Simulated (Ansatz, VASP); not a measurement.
Two plane-wave programs on Hf2H3

```xyz
5
Lattice="5.1809 0.0000 0.0000 -2.5904 4.4868 0.0000 0.0000 0.0000 2.9087" Properties=species:S:1:pos:R:3 pbc="T T T"
Hf    0.0000    2.9912    0.0000
Hf    2.5904    1.4956    0.0000
H     0.0000    0.0000    0.4980
H     0.0000    0.0000    2.4107
H     0.0000    0.0000    1.4543
```

Alike in both runs: task single point; functional PBE; k mesh 12 × 12 × 14; occupations gaussian, width 0.1 eV; no spin polarisation.

|  | VASP | Ansatz |
| --- | --- | --- |
| version | VASP 6.6.1 | Ansatz 0.2.0 |
| potentials or method | VASP PAW PBE potentials, release 64 (Hf_pv, H), cutoff 520 eV | scalar-relativistic, plane waves, PAW |
| valence electrons in the cell | 23 | 55 |

VASP gave:

| Quantity | Value |
| --- | --- |
| gap on the k mesh at the Fermi level (eV) | none |
| pressure (GPa) | -0.3 |

Q: What did Ansatz give for the same quantities?

A: gap on the k mesh at the Fermi level (eV): none; pressure (GPa): 0.0.

A gap of «none» marks a metal or a gap that the smearing closes. VASP's potentials hold 23 valence electrons a cell and Ansatz's 55, so a difference there can come from the potentials and not from the codes.

Spin-orbit coupling is off throughout.
